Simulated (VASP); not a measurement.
Here is a VASP 6.6.1 calculation.

Contents of INCAR:

```
SYSTEM = TiC
  ALGO = Normal
  EDIFF = 1E-7
  ENCUT = 520
  GGA = PS
  ISIF = 2
  ISMEAR = 0
  LASPH = .True.
  LCHARG = .True.
  LELF = .True.
  LREAL = .False.
  LVHAR = .True.
  LWAVE = .False.
  NBANDS = 15
  NELM = 60
  PREC = Accurate
  SIGMA = 0.15
```

The input KPOINTS:

```
k-points
0
Gamma
  24 24 24
  0 0 0
```

The input POSCAR:

```
TiC
1.0
    0.0000000000      2.1708356792      2.1708356792
    2.1466854677      0.0241502115      2.1466854677
    2.1466854677      2.1466854677      0.0241502115
Ti C
1 1
Direct
    0.0000000000      0.0000000000      0.0000000000
    0.5000000000      0.5000000000      0.5000000000
```

Potentials or basis: VASP PAW PBE potentials, release 64 (Ti_sv, C).

The run is started by

```sh
$ cat potpaw_PBE.64/Ti_sv/POTCAR potpaw_PBE.64/C/POTCAR > POTCAR
$ mpirun -np 1 vasp_std > vasp.out
```

(1) What does it give for the band gap on the k mesh?

(2) Predict the pressure.

## Answers

(1) zero (bands 8 and 9 overlap by 1.18 eV).

(2) 0.3 GPa.

Caveat: the cell differs from its parent crystal (strain +0.0225 x Voigt [0, 0, 0, 1, 0, 0]); the PAW data sets were made with another functional, which shifts forces and pressure a little.
